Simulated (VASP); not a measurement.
# Mg (P6/mmm) in VASP: further runs

Mg is run at these levels: LDA; tasks: single point.

Everything below comes from runs of VASP 6.6.1. Logs are shortened: lines on timing, memory, paths and dates and some standing lists are left out, and cuts for length are marked.

**1. The cell of the first run**

It takes space group P6/mmm (No. 191, hexagonal). Conventional cell: a = 3.005 Å, b = 3.005 Å, c = 3.045 Å, α = 90.00°, β = 90.00°, γ = 120.00°. Within 4.0 Å of Mg (site symmetry 6/mmm) lie 8 Mg at 3.00 to 3.04 Å.

This isn't the form of Mg at room conditions, which is hcp.

**2. Single point, LDA (strain -0.015 along x and y, +0.000 along z)**

Contents of INCAR:

```
SYSTEM = Mg
  PREC = Accurate
  ENCUT = 520
  EDIFF = 1E-7
  ISMEAR = 0
  SIGMA = 0.15
  LREAL = .False.
  LASPH = .True.
  NELM = 60
  ALGO = Fast
  ISIF = 2
  LWAVE = .False.
  LCHARG = .True.
  LELF = .True.
  LVHAR = .True.
  NBANDS = 7
```

Contents of KPOINTS:

```
Automatic mesh
0
Gamma
  18 18 16
  0 0 0
```

Contents of POSCAR:

```
Mg
1.0
    3.0045453035      0.0000000000      0.0000000000
   -1.5022726518      2.6020125596      0.0000000000
    0.0000000000      0.0000000000      3.0448375700
Mg
1
Direct
    0.0000000000      0.0000000000      0.0000000000
```

Potentials or basis: VASP PAW LDA potentials, release 64 (Mg).

The run is started by

```bash
cat potpaw_LDA.64/Mg/POTCAR > POTCAR
mpirun -np 1 vasp_std > vasp.out
```

OUTCAR:

```text
SYSTEM = Mg
   PREC = Accurate
   ENCUT = 520
   EDIFF = 1E-7
   ISMEAR = 0
   LREAL = .False.
   LASPH = .True.
   NELM = 60
   ISIF = 2

 ion  position               nearest neighbor table
   1  0.000  0.000  0.000-

  LATTYP: Found a hexagonal cell.
 ALAT       =     3.0045453035
 C/A-ratio  =     1.0134104373

  Lattice vectors:

 A1 = (   3.0045453035,   0.0000000000,   0.0000000000)
 A2 = (  -1.5022726518,   2.6020125596,   0.0000000000)
 A3 = (   0.0000000000,   0.0000000000,   3.0448375700)

Analysis of symmetry for initial positions (statically):
=====================================================================
 Subroutine PRICEL returns:
 Original cell was already a primitive cell.

 Routine SETGRP: Setting up the symmetry group for a
 hexagonal supercell.

 Subroutine GETGRP returns: Found 24 space group operations
 (whereof 24 operations were pure point group operations)
 out of a pool of 24 trial point group operations.

The static configuration has the point symmetry D_6h.

Analysis of symmetry for dynamics (positions and initial velocities):
=====================================================================
 Subroutine PRICEL returns:
 Original cell was already a primitive cell.

 Routine SETGRP: Setting up the symmetry group for a
 hexagonal supercell.

 Subroutine GETGRP returns: Found 24 space group operations
 (whereof 24 operations were pure point group operations)
 out of a pool of 24 trial point group operations.

The dynamic configuration has the point symmetry D_6h.

 Subroutine INISYM returns: Found 24 space group operations
 (whereof 24 operations are pure point group operations),
 and found     1 'primitive' translations

----------------------------------------------------------------------------------------

                                     Primitive cell

  volume of cell :      23.8041

  direct lattice vectors                    reciprocal lattice vectors
     3.004545304  0.000000000  0.000000000     0.332829064  0.192158949  0.000000000
    -1.502272652  2.602012560  0.000000000     0.000000000  0.384317899  0.000000000
     0.000000000  0.000000000  3.044837570     0.000000000  0.000000000  0.328424744

  length of vectors
     3.004545304  3.004545303  3.044837570     0.384317899  0.384317899  0.328424744

  position of ions in fractional coordinates (direct lattice)
     0.000000000  0.000000000  0.000000000

  ion indices of the primitive-cell ions
   primitive index   ion index
                 1           1

----------------------------------------------------------------------------------------

 KPOINTS: Automatic mesh

Automatic generation of k-mesh.
 Grid dimensions read from file:
 generate k-points for:   18   18   16

 Generating k-lattice:

  Cartesian coordinates                     Fractional coordinates (reciprocal lattice)
     0.018490504  0.010675497  0.000000000     0.055555556  0.000000000  0.000000000
     0.000000000  0.021350994  0.000000000     0.000000000  0.055555556  0.000000000
     0.000000000  0.000000000  0.020526547     0.000000000  0.000000000  0.062500000

  Length of vectors
     0.021350994  0.021350994  0.020526547

  Shift w.r.t. Gamma in fractional coordinates (k-lattice)
     0.000000000  0.000000000  0.000000000

 Subroutine IBZKPT returns following result:
 ===========================================

 Found    333 irreducible k-points:

 Following reciprocal coordinates:
            Coordinates               Weight
  0.000000  0.000000  0.000000      1.000000
  0.055556  0.000000  0.000000      6.000000
  0.111111  0.000000  0.000000      6.000000
  0.166667  0.000000  0.000000      6.000000
  0.222222  0.000000  0.000000      6.000000
  0.277778  0.000000  0.000000      6.000000
[... 16 lines left out ...]
  0.333333  0.111111  0.000000     12.000000
  0.388889  0.111111  0.000000     12.000000
 [... further k-points ...]
   k-points           NKPTS =    333   k-points in BZ     NKDIM =    333   number of bands    NBANDS=      7
   number of dos      NEDOS =    301   number of ions     NIONS =      1
   total plane-waves  NPLWV =  13824
   dimension x,y,z NGX =    24 NGY =   24 NGZ =   24
   dimension x,y,z NGXF=    48 NGYF=   48 NGZF=   48
   ions per type =               1
   NGX,Y,Z   is equivalent  to a cutoff of  13.28, 13.28, 13.10 a.u.
   NGXF,Y,Z  is equivalent  to a cutoff of  26.56, 26.56, 26.21 a.u.
 SYSTEM =  Mg
   PREC   = accura    normal or accurate (medium, high low for compatibility)
   ISTART =      0    job   : 0-new  1-cont  2-samecut
   ICHARG =      2    charge: 1-file 2-atom 10-const
   ISPIN  =      1    spin polarized calculation?
   LNONCOLLINEAR =      F non collinear calculations
   LSORBIT =      F    spin-orbit coupling
   LASPH  =      T    aspherical Exc in radial PAW
   ENCUT  =  520.0 eV  38.22 Ry    6.18 a.u.   5.59  5.59  5.66*2*pi/ulx,y,z
   NELM   =     60;   NELMIN=  2; NELMDL= -5     # of ELM steps
   EDIFF  = 0.1E-06   stopping-criterion for ELM
   LREAL  =      F    real-space projection
   EDIFFG = 0.1E-05   stopping-criterion for IOM
   NSW    =      0    number of steps for IOM
   IBRION =     -1    ionic relax: 0-MD 1-quasi-New 2-CG
   NFREE  =      0    steps in history (QN), initial steepest desc. (CG)
   ISIF   =      2    stress and relaxation
   ISYM   =      2    0-nonsym 1-usesym 2-fastsym
   POTIM  = 0.5000    time-step for ionic-motion
   TEBEG  =    0.0;   TEEND  =   0.0 temperature during run
   PSTRESS=    0.0 pullay stress
   NELECT =       2.0000    total number of electrons
   NUPDOWN=      -1.0000    fix difference up-down
   EMIN   =  10.00;   EMAX   =-10.00  energy-range for DOS
   EFERMI =   0.00;   METHOD = LEGACY
   ISMEAR =     0;   SIGMA  =   0.15  broadening in eV -4-tet -1-fermi 0-gaus
   EFERMI_NEDOS =   21; number of points for ismear=-14 and -15
   IALGO  =     68    algorithm
   IMIX   =      4    mixing-type and parameters
     AMIX     =   0.40;   BMIX     =  1.00
     AMIX_MAG =   1.60;   BMIX_MAG =  1.00
  volume/ion in A,a.u.               =      23.80       160.64
  Fermi-wavevector in a.u.,A,eV,Ry     =   0.717025  1.354980  6.995086  0.514124
  Thomas-Fermi vector in A             =   1.805597
   LORBIT       =      0    0 simple, 1 ext, 2 COOP (PROOUT), +10 PAW based schemes
   GGA     = CA    functional components
   LHFCALC =     F    Hartree Fock is set to
   AEXX    =    0.0000 exact exchange contribution
   IVDW    =     0    specifies the selected vdW correction
   LEPSILON=     F    determine dielectric tensor
   LRPA    =     F    only Hartree local field effects (RPA)
 non-spin polarized calculation
 RMM-DIIS sequential band-by-band and
 Gauss-broadening in eV      SIGMA  =   0.15
  energy-cutoff  :      520.00
  volume of cell :       23.80
 maximum number of plane-waves:       660
 NGX is ok and might be reduce to    24
   NGX = 11   NGY = 11   NGZ = 11

 number of electron       2.0000000 magnetization

 Free energy of the ion-electron system (eV)
  ---------------------------------------------------
  ext. energy  EPLUGINS =         0.00000000
  ---------------------------------------------------
  free energy    TOTEN  =        -1.57149976 eV

  energy without entropy =       -1.56649190  energy(sigma->0) =       -1.56899583

 E-fermi :   2.2475     XC(G=0):  -8.5343

 val. band max:        2.2426998802   @ k =   0.2222   0.2222   0.5000
 cond. band min:       2.2477006376   @ k =   0.1667   0.0000   0.3750
 fundamental gap:      0.0050007574
 Fermi energy:         2.2474667605

 k-point     1 :       0.0000    0.0000    0.0000
  band No.  band energies     occupation
      1      -4.5051      2.00000
      2      10.1647      0.00000
      3      10.7801      0.00000
      4      15.1175      0.00000
      5      15.1175      0.00000
      6      16.3039      0.00000
      7      16.3039      0.00000

 k-point     2 :       0.0556    0.0000    0.0000
  band No.  band energies     occupation
      1      -4.4364      2.00000
      2      10.1673      0.00000
      3      10.8366      0.00000
      4      13.9302      0.00000
      5      14.5918      0.00000
      6      16.2950      0.00000
      7      16.9449      0.00000

 k-point     3 :       0.1111    0.0000    0.0000
  band No.  band energies     occupation
      1      -4.2306      2.00000
      2      10.1008      0.00000
      3      11.0064      0.00000
      4      12.2595      0.00000
      5      13.8242      0.00000
      6      15.8612      0.00000
      7      18.0577      0.00000

 k-point     4 :       0.1667    0.0000    0.0000
  band No.  band energies     occupation
      1      -3.8887      2.00000
      2       9.4877      0.00000
      3      11.1631      0.00000
      4      11.2897      0.00000
      5      13.1231      0.00000
      6      15.4037      0.00000
      7      19.3310      0.00000

 k-point     5 :       0.2222    0.0000    0.0000
  band No.  band energies     occupation
      1      -3.4122      2.00000
      2       8.0554      0.00000
      3      10.9432      0.00000
      4      11.6869      0.00000
      5      12.5223      0.00000
      6      15.1183      0.00000
      7      20.7251      0.00000

 k-point     6 :       0.2778    0.0000    0.0000
  band No.  band energies     occupation
      1      -2.8032      2.00000
      2       6.4710      0.00000
      3      10.9084      0.00000
      4      12.0287      0.00000
      5      12.1982      0.00000
      6      15.1015      0.00000
      7      20.4739      0.00000

 k-point     7 :       0.3333    0.0000    0.0000
  band No.  band energies     occupation
      1      -2.0646      2.00000
      2       4.9370      0.00000
      3      10.8530      0.00000
      4      11.6444      0.00000
      5      12.8232      0.00000
      6      15.3821      0.00000
      7      19.0822      0.00000
[... 121 lines left out ...]
 k-point    20 :       0.1667    0.1111    0.0000
  band No.  band energies     occupation
      1      -3.2087      2.00000
      2       8.2294      0.00000
      3       9.2303      0.00000
      4      11.8577      0.00000
      5      12.7704      0.00000
      6      16.9608      0.00000
      7      18.8731      0.00000

 k-point    21 :       0.2222    0.1111    0.0000
  band No.  band energies     occupation
      1      -2.6012      2.00000
      2       6.6436      0.00000
      3       8.7977      0.00000
      4      12.3698      0.00000
      5      13.0506      0.00000
      6      16.6049      0.00000
      7      20.2448      0.00000

 k-point    22 :       0.2778    0.1111    0.0000
  band No.  band energies     occupation
      1      -1.8643      2.00000
      2       5.1163      0.00000
      3       8.4344      0.00000
      4      12.9959      0.00000
      5      13.4029      0.00000
      6      16.4512      0.00000
      7      19.2440      0.00000

 k-point    23 :       0.3333    0.1111    0.0000
  band No.  band energies     occupation
      1      -1.0021      2.00000
      2       3.6808      0.00000
      3       8.1627      0.00000
      4      13.6968      0.00000
      5      13.7336      0.00000
      6      16.5817      0.00000
      7      17.9508      0.00000

 k-point    24 :       0.3889    0.1111    0.0000
  band No.  band energies     occupation
      1      -0.0230      2.00000
      2       2.3552      0.30962
      3       7.9957      0.00000
      4      13.8591      0.00000
      5      14.5675      0.00000
      6      16.7769      0.00000
      7      16.9785      0.00000

 [... further k-points ...]

------------------------ aborting loop because EDIFF is reached ----------------------------------------

  FORCE on cell =-STRESS in cart. coord.  units (eV):
  Direction    XX          YY          ZZ          XY          YZ          ZX
  --------------------------------------------------------------------------------------
  -------------------------------------------------------------------------------------
  Total        0.1137399      0.1137399     -0.1087079     -0.0000000      0.0000000     -0.0000000
  in kB        7.6554602      7.6554602     -7.3167729     -0.0000000      0.0000000     -0.0000000
  external PRESSURE =       2.6647159 kB  Pullay stress =       0.0000000 kB

 VOLUME and BASIS-vectors are now :
 -----------------------------------------------------------------------------
  energy-cutoff  :      520.00
  volume of cell :       23.80
      direct lattice vectors                 reciprocal lattice vectors
     3.004545304  0.000000000  0.000000000     0.332829064  0.192158949  0.000000000
    -1.502272652  2.602012560  0.000000000     0.000000000  0.384317899  0.000000000
     0.000000000  0.000000000  3.044837570     0.000000000  0.000000000  0.328424744

 POSITION                                       TOTAL-FORCE (eV/Angst)
 -----------------------------------------------------------------------------------
      0.00000      0.00000      0.00000         0.000000      0.000000      0.000000
 -----------------------------------------------------------------------------------
    total drift:                               -0.000000     -0.000000      0.000000

  FREE ENERGIE OF THE ION-ELECTRON SYSTEM (eV)
  ---------------------------------------------------
  free  energy   TOTEN  =        -1.5714997635 eV

  energy  without entropy=       -1.5664918957  energy(sigma->0) =       -1.56899583
```

It took 47 s on 1 thread of AMD EPYC 7R13, shared host; peak memory 0.14 GiB.

What came out:

- Free energy: -1.5715 eV
- Pressure: 0.3 GPa
- Band gap on the k mesh: zero (bands 1 and 2 overlap by 5.44 eV)

Caveat: the cell differs from its parent crystal (strain -0.015 along x and y, +0.000 along z).

**3. Single point, LDA (strain +0.000 along x and y, -0.015 along z)**

Contents of INCAR:

```
ALGO     = Normal         # electronic algorithm
EDIFF    = 1E-7           # SCF threshold, eV
ENCUT    = 520            # plane-wave cutoff, eV
ISIF     = 2              # what is computed and relaxed
ISMEAR   = 0              # smearing method
LASPH    = True           # aspherical terms in the spheres
LCHARG   = False          # write CHGCAR
LREAL    = False          # projectors in reciprocal space
LWAVE    = False          # write WAVECAR
NBANDS   = 7              # bands
NELM     = 80             # most SCF steps
PREC     = Accurate       # precision mode
SIGMA    = 0.15           # smearing width, eV
```

Contents of KPOINTS:

```
k-points
0
Gamma
  18 18 16
```

Contents of POSCAR:

```
Mg
1.0
    3.0502998005      0.0000000000      0.0000000000
   -1.5251499003      2.6416371164      0.0000000000
    0.0000000000      0.0000000000      2.9991650064
Mg
1
Direct
    0.0000000000      0.0000000000      0.0000000000
```

Potentials or basis: VASP PAW LDA potentials, release 64 (Mg).

The run is started by

```bash
cat potpaw_LDA.64/Mg/POTCAR > POTCAR
mpirun -np 1 vasp_std > vasp.out
```

Run time: 44 s. Hardware: 1 thread of AMD EPYC 7R13, shared host; peak memory 0.14 GiB.

Results (log left out):

* Free energy: -1.5724 eV
* Pressure: -0.4 GPa
* Band gap on the k mesh: zero (bands 1 and 2 overlap by 5.43 eV)

Stress tensor (GPa, compression positive):
```
-0.69  0.00  0.00
 0.00 -0.69  0.00
 0.00  0.00  0.09
```

Levels at points of the mesh, in eV from the Fermi level:
```tsv
k point	band 1	band 2	band 3	band 4
(0.00, 0.00, 0.00)	-6.69	8.22	9.09	12.47
(0.50, 0.00, 0.00)	-1.60	-1.27	8.19	8.47
(0.00, 0.00, 0.50)	-2.90	-2.30	14.70	14.70
(0.50, 0.00, 0.50)	1.56	2.37	3.09	3.10
```

Caveat: the cell differs from its parent crystal (strain +0.000 along x and y, -0.015 along z).

(Part 1 of 2 ends here.)
